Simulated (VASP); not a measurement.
# TeRu (F-43m) in VASP: single point with PBEsol+U

Aim: the single point of TeRu with PBEsol+U.

All numbers are computed with VASP 6.6.1; they aren't measurements. Logs are shortened: lines on timing, memory, paths and dates and some standing lists are left out, and cuts for length are marked.

## Step 1: The cell of the first run

Symmetry: F-43m, No. 216, cubic system. Conventional cell: a = 6.228 Å, b = 6.228 Å, c = 6.228 Å, α = 90.00°, β = 90.00°, γ = 90.00°. Ru (site symmetry -43m) has 4 Te at 2.70 Å within 3.6 Å. Within 3.6 Å of Te (site symmetry -43m) lie 4 Ru at 2.70 Å.

## Step 2: Single point, PBEsol+U, collinear spin, ferromagnetic start

Input file INCAR:

```
SYSTEM = TeRu
PREC     = Accurate       ! precision mode
ENCUT    = 520            ! plane-wave cutoff, eV
EDIFF    = 1E-6           ! SCF threshold, eV
ISMEAR   = 0              ! smearing method
SIGMA    = 0.05           ! smearing width, eV
LREAL    = .FALSE.        ! projectors in reciprocal space
LASPH    = .TRUE.         ! aspherical terms in the spheres
NELM     = 150            ! most SCF steps
ALGO     = Normal         ! electronic algorithm
ISIF     = 2              ! what is computed and relaxed
LWAVE    = .FALSE.        ! write WAVECAR
LCHARG   = .TRUE.         ! write CHGCAR
ISPIN    = 2              ! spin polarisation
MAGMOM   = 1 0            ! initial moments
LORBIT   = 11             ! projections on sites
LMAXMIX  = 4              ! l up to which the mixer works
LDAU     = .TRUE.         ! DFT+U
LDAUTYPE = 2            
LDAUL    = 2 -1           ! shell
LDAUU    = 6 0            ! U, eV
LDAUJ    = 0 0          
LDAUPRINT= 1            
GGA      = PS             ! functional
LELF     = .TRUE.         ! ELF
LVHAR    = .TRUE.       
NBANDS   = 21             ! bands
```

Input file KPOINTS:

```
regular mesh
0
G
  5 5 5
  0 0 0
```

Input file POSCAR:

```
TeRu
1.0
    0.0000000000      3.1139297200      3.1139297200
    3.1139297200      0.0000000000      3.1139297200
    3.1139297200      3.1139297200      0.0000000000
Ru Te
1 1
Direct
    0.0000000000      0.0000000000      0.0000000000
    0.2500000000      0.2500000000      0.2500000000
```

Potentials or basis: VASP PAW PBE potentials, release 64 (Ru_pv, Te).

Run with:

```console
$ cat potpaw_PBE.64/Ru_pv/POTCAR potpaw_PBE.64/Te/POTCAR > POTCAR
$ mpirun -np 1 vasp_std > vasp.out
```

OUTCAR:

```text
SYSTEM = TeRu
   PREC = Accurate
   ENCUT = 520
   EDIFF = 1E-6
   ISMEAR = 0
   LREAL = .FALSE.
   LASPH = .TRUE.
   NELM = 150
   ISIF = 2
   ISPIN = 2
   LORBIT = 11
   GGA = PS

 ion  position               nearest neighbor table
   1  0.000  0.000  0.000-   2 2.70   2 2.70   2 2.70   2 2.70
   2  0.250  0.250  0.250-   1 2.70   1 2.70   1 2.70   1 2.70

  LATTYP: Found a face centered cubic cell.
 ALAT       =     6.2278594400

  Lattice vectors:

 A1 = (   0.0000000000,   3.1139297200,   3.1139297200)
 A2 = (   3.1139297200,   0.0000000000,   3.1139297200)
 A3 = (   3.1139297200,   3.1139297200,   0.0000000000)

Analysis of symmetry for initial positions (statically):
=====================================================================
 Subroutine PRICEL returns:
 Original cell was already a primitive cell.

 Routine SETGRP: Setting up the symmetry group for a
 face centered cubic supercell.

 Subroutine GETGRP returns: Found 24 space group operations
 (whereof 24 operations were pure point group operations)
 out of a pool of 48 trial point group operations.

The static configuration has the point symmetry T_d .

Analysis of symmetry for dynamics (positions and initial velocities):
=====================================================================
 Subroutine PRICEL returns:
 Original cell was already a primitive cell.

 Routine SETGRP: Setting up the symmetry group for a
 face centered cubic supercell.

 Subroutine GETGRP returns: Found 24 space group operations
 (whereof 24 operations were pure point group operations)
 out of a pool of 48 trial point group operations.

The dynamic configuration has the point symmetry T_d .

Analysis of structural, dynamic, and magnetic symmetry:
=====================================================================
 Subroutine PRICEL returns:
 Original cell was already a primitive cell.

 Routine SETGRP: Setting up the symmetry group for a
 face centered cubic supercell.

 Subroutine GETGRP returns: Found 24 space group operations
 (whereof 24 operations were pure point group operations)
 out of a pool of 48 trial point group operations.

The overall configuration has the point symmetry T_d .

 Subroutine INISYM returns: Found 24 space group operations
 (whereof 24 operations are pure point group operations),
 and found     1 'primitive' translations

----------------------------------------------------------------------------------------

                                     Primitive cell

  volume of cell :      60.3888

  direct lattice vectors                    reciprocal lattice vectors
     0.000000000  3.113929720  3.113929720    -0.160568813  0.160568813  0.160568813
     3.113929720  0.000000000  3.113929720     0.160568813 -0.160568813  0.160568813
     3.113929720  3.113929720  0.000000000     0.160568813  0.160568813 -0.160568813

  length of vectors
     4.403761642  4.403761642  4.403761642     0.278113343  0.278113343  0.278113343

  position of ions in fractional coordinates (direct lattice)
     0.000000000  0.000000000  0.000000000
     0.250000000  0.250000000  0.250000000

  ion indices of the primitive-cell ions
   primitive index   ion index
                 1           1
                 2           2

----------------------------------------------------------------------------------------

 KPOINTS: regular mesh

Automatic generation of k-mesh.
 Grid dimensions read from file:
 generate k-points for:    5    5    5
[... 55 lines left out ...]
   ISIF   =      2    stress and relaxation
   ISYM   =      2    0-nonsym 1-usesym 2-fastsym
   POTIM  = 0.5000    time-step for ionic-motion
   TEBEG  =    0.0;   TEEND  =   0.0 temperature during run
   PSTRESS=    0.0 pullay stress
   NELECT =      20.0000    total number of electrons
   NUPDOWN=      -1.0000    fix difference up-down
   EMIN   =  10.00;   EMAX   =-10.00  energy-range for DOS
   EFERMI =   0.00;   METHOD = LEGACY
   ISMEAR =     0;   SIGMA  =   0.05  broadening in eV -4-tet -1-fermi 0-gaus
   EFERMI_NEDOS =   21; number of points for ismear=-14 and -15
   IALGO  =     38    algorithm
   IMIX   =      4    mixing-type and parameters
     AMIX     =   0.40;   BMIX     =  1.00
     AMIX_MAG =   1.60;   BMIX_MAG =  1.00
  volume/ion in A,a.u.               =      30.19       203.76
  Fermi-wavevector in a.u.,A,eV,Ry     =   1.132659  2.140416 17.455152  1.282917
  Thomas-Fermi vector in A             =   2.269361
   LORBIT       =     11    0 simple, 1 ext, 2 COOP (PROOUT), +10 PAW based schemes
 LDA+U is selected, type is set to LDAUTYPE =  2
   angular momentum for each species LDAUL =     2   -1
   U (eV)           for each species LDAUU =   6.0  0.0
   J (eV)           for each species LDAUJ =   0.0  0.0
   GGA     = PS    functional components
   LHFCALC =     F    Hartree Fock is set to
   AEXX    =    0.0000 exact exchange contribution
   IVDW    =     0    specifies the selected vdW correction
   LEPSILON=     F    determine dielectric tensor
   LRPA    =     F    only Hartree local field effects (RPA)
 spin polarized calculation
 Gauss-broadening in eV      SIGMA  =   0.05
  energy-cutoff  :      520.00
  volume of cell :       60.39
 maximum number of plane-waves:      1642
 NGX is ok and might be reduce to    36
   NGX = 17   NGY = 17   NGZ = 17

atom =   1  type =  1  l = 2

 onsite density matrix

spin component  1

  0.8127 -0.0000  0.0000 -0.0000  0.0000
 -0.0000  0.8127  0.0000 -0.0000  0.0000
  0.0000  0.0000  0.8452  0.0000 -0.0000
 -0.0000 -0.0000  0.0000  0.8127 -0.0000
  0.0000  0.0000 -0.0000 -0.0000  0.8452

spin component  2

  0.1076  0.0000 -0.0000  0.0000  0.0000
  0.0000  0.1076 -0.0000  0.0000  0.0000
 -0.0000 -0.0000  0.8462 -0.0000 -0.0000
  0.0000  0.0000 -0.0000  0.1076 -0.0000
  0.0000  0.0000 -0.0000 -0.0000  0.8462

 occupancies and eigenvectors

  o =  0.1076  v =  0.0000  0.0000  0.0000  0.0000  0.0000  0.9611 -0.0961  0.0000 -0.2589 -0.0000      0.0000  0.0000  0.0000  0.0000  0.0000  0.0000  0.0000  0.0000  0.0000  0.0000
  o =  0.1076  v =  0.0000  0.0000  0.0000  0.0000  0.0000 -0.2710 -0.1488  0.0000 -0.9510 -0.0000      0.0000  0.0000  0.0000  0.0000  0.0000  0.0000  0.0000  0.0000  0.0000  0.0000
  o =  0.1076  v =  0.0000  0.0000  0.0000  0.0000  0.0000 -0.0528 -0.9842  0.0000  0.1691  0.0000      0.0000  0.0000  0.0000  0.0000  0.0000  0.0000  0.0000  0.0000  0.0000  0.0000
  o =  0.8127  v =  0.0000  0.2667 -0.0000 -0.9638  0.0000  0.0000  0.0000  0.0000  0.0000  0.0000      0.0000  0.0000  0.0000  0.0000  0.0000  0.0000  0.0000  0.0000  0.0000  0.0000
  o =  0.8127  v =  1.0000  0.0000  0.0000  0.0000  0.0000  0.0000  0.0000  0.0000  0.0000  0.0000      0.0000  0.0000  0.0000  0.0000  0.0000  0.0000  0.0000  0.0000  0.0000  0.0000
  o =  0.8127  v =  0.0000 -0.9638  0.0000 -0.2667 -0.0000  0.0000  0.0000  0.0000  0.0000  0.0000      0.0000  0.0000  0.0000  0.0000  0.0000  0.0000  0.0000  0.0000  0.0000  0.0000
  o =  0.8452  v =  0.0000  0.0000  0.9917 -0.0000  0.1286  0.0000  0.0000  0.0000  0.0000  0.0000      0.0000  0.0000  0.0000  0.0000  0.0000  0.0000  0.0000  0.0000  0.0000  0.0000
  o =  0.8452  v =  0.0000  0.0000  0.1286 -0.0000 -0.9917  0.0000  0.0000  0.0000  0.0000  0.0000      0.0000  0.0000  0.0000  0.0000  0.0000  0.0000  0.0000  0.0000  0.0000  0.0000
  o =  0.8462  v =  0.0000  0.0000  0.0000  0.0000  0.0000  0.0000  0.0000  0.8920  0.0000  0.4521      0.0000  0.0000  0.0000  0.0000  0.0000  0.0000  0.0000  0.0000  0.0000  0.0000
  o =  0.8462  v =  0.0000  0.0000  0.0000  0.0000  0.0000  0.0000 -0.0000 -0.4521 -0.0000  0.8920      0.0000  0.0000  0.0000  0.0000  0.0000  0.0000  0.0000  0.0000  0.0000  0.0000

 number of electron      20.0000002 magnetization       2.0013961

 Free energy of the ion-electron system (eV)
  ---------------------------------------------------
  ext. energy  EPLUGINS =         0.00000000
  ---------------------------------------------------
  free energy    TOTEN  =        -6.79227078 eV

  energy without entropy =       -6.78825705  energy(sigma->0) =       -6.79026391

 E-fermi :   4.8835     XC(G=0):  -9.3937

 val. band max:        4.7048226554   @ k =   0.2000   0.0000   0.0000
 cond. band min:       4.8955324111   @ k =   0.4000   0.2000   0.0000
 fundamental gap:      0.1907097557
 Fermi energy:         4.8835410352

 spin component 1

 k-point     1 :       0.0000    0.0000    0.0000
  band No.  band energies     occupation
      1     -37.5042      1.00000
      2     -37.5042      1.00000
      3     -37.5041      1.00000
      4      -6.7040      1.00000
      5       0.0496      1.00000
      6       0.0497      1.00000
[... 229 lines left out ...]
     20      17.6430      0.00000
     21      18.9058      0.00000
 Fermi energy:         4.8835410352

 spin component 2

 k-point     1 :       0.0000    0.0000    0.0000
  band No.  band energies     occupation
      1     -35.9284      1.00000
      2     -35.9283      1.00000
      3     -35.9281      1.00000
      4      -6.8601      1.00000
      5       2.6531      1.00000
      6       2.6531      1.00000
[... 229 lines left out ...]
     20      18.6832      0.00000
     21      19.3371      0.00000

------------------------ aborting loop because EDIFF is reached ----------------------------------------

  FORCE on cell =-STRESS in cart. coord.  units (eV):
  Direction    XX          YY          ZZ          XY          YZ          ZX
  --------------------------------------------------------------------------------------
  -------------------------------------------------------------------------------------
  Total       -0.1891271     -0.1891271     -0.1891271      0.0000000      0.0000000     -0.0000000
  in kB       -5.0177363     -5.0177363     -5.0177363      0.0000000      0.0000000     -0.0000000
  external PRESSURE =      -5.0177363 kB  Pullay stress =       0.0000000 kB

 VOLUME and BASIS-vectors are now :
 -----------------------------------------------------------------------------
  energy-cutoff  :      520.00
  volume of cell :       60.39
      direct lattice vectors                 reciprocal lattice vectors
     0.000000000  3.113929720  3.113929720    -0.160568813  0.160568813  0.160568813
     3.113929720  0.000000000  3.113929720     0.160568813 -0.160568813  0.160568813
     3.113929720  3.113929720  0.000000000     0.160568813  0.160568813 -0.160568813

 POSITION                                       TOTAL-FORCE (eV/Angst)
 -----------------------------------------------------------------------------------
      0.00000      0.00000      0.00000        -0.000000     -0.000000     -0.000000
      1.55696      1.55696      1.55696         0.000000      0.000000      0.000000
 -----------------------------------------------------------------------------------
    total drift:                               -0.000000     -0.000000     -0.000000

  FREE ENERGIE OF THE ION-ELECTRON SYSTEM (eV)
  ---------------------------------------------------
  free  energy   TOTEN  =        -6.7922707771 eV

  energy  without entropy=       -6.7882570483  energy(sigma->0) =       -6.79026391

 total charge

# of ion       s       p       d       tot
------------------------------------------
    1        0.279   6.134   6.098  12.512
    2        1.356   2.000   0.053   3.409
--------------------------------------------------
tot          1.635   8.134   6.151  15.921

 magnetization (x)

# of ion       s       p       d       tot
------------------------------------------
    1        0.031   0.015   2.100   2.145
    2       -0.000  -0.289   0.013  -0.277
--------------------------------------------------
tot          0.030  -0.275   2.113   1.869
```

Run time: 93 s. Hardware: 1 thread of Intel Xeon 8259CL, shared host; peak memory 0.24 GiB.

What came out:

| Property | Result |
| --- | --- |
| Free energy | -6.7923 eV |
| Pressure | -0.5 GPa |
| Band gap on the k mesh | zero (filled and empty bands overlap) |
| Net moment | 2.00 μB per cell |
| Site moments | Ru +2.15; Te -0.28 μB |
| Valence electrons inside the program's atomic spheres | Ru 12.51; Te 3.41 |

Eigenvalues of the final occupation matrices:
```csv
site,spin,trace,eigenvalues
site 1 d,1,4.13,0.81 0.81 0.81 0.85 0.85
site 1 d,2,2.02,0.11 0.11 0.11 0.85 0.85
```

Caveat: the PAW data sets were made with another functional, which shifts forces and pressure a little; spin-orbit coupling is left out, which moves the levels of the heavy elements; the U is typed as a test and isn't derived for this compound.
